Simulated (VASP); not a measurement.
Here is a VASP 6.6.1 calculation.

File INCAR:

```
SYSTEM = Ta2Bi2O
PREC = Accurate ; ENCUT = 520
EDIFF = 1E-6 ; ISMEAR = 0
SIGMA = 0.1 ; LREAL = .False.
LASPH = .True. ; NELM = 150
ALGO = Normal ; ISIF = 2
LWAVE = .False. ; LCHARG = .True.
ISPIN = 2 ; MAGMOM = 1 1 0 0 0
LORBIT = 11 ; LMAXMIX = 4
GGA = PE ; LELF = .True.
LVHAR = .True. ; NBANDS = 41
```

KPOINTS

```
Automatic mesh
0
Gamma
  4 4 4
  0 0 0
```

File POSCAR:

```
Ta2Bi2O
1.0
    5.1782108490      0.0000000000      0.0000000000
    0.0000000000      5.1782108490      0.0000000000
    0.0000000000      0.0000000000      3.8598540573
Ta Bi O
2 2 1
Direct
    0.5000000000      0.5000000000      0.5000000000
    0.0000000000      0.0000000000      0.5000000000
    0.0000000000      0.5000000000      0.0000000000
    0.5000000000      0.0000000000      0.0000000000
    0.0000000000      0.0000000000      0.0000000000
```

Potentials or basis: VASP PAW PBE potentials, release 64 (Ta_pv, Bi_d, O).

Command:

```sh
$ cat potpaw_PBE.64/Ta_pv/POTCAR potpaw_PBE.64/Bi_d/POTCAR potpaw_PBE.64/O/POTCAR > POTCAR
$ mpirun -np 1 vasp_std > vasp.out
```

Q: Estimate the band gap on the k mesh.

A: Zero (filled and empty bands overlap).

Q: Predict the pressure.

A: 0.2 GPa.

Q: Estimate the net moment.

A: 0.00 μB per cell.

Stress tensor (GPa, compression positive):
```
0.09 0.00 0.00
0.00 0.09 0.00
0.00 0.00 0.46
```

Caveat: the k points lie up to 0.41 Å⁻¹ apart, too coarse for converged energies and pressures of a metal; spin-orbit coupling is left out, which moves the levels of the heavy elements.
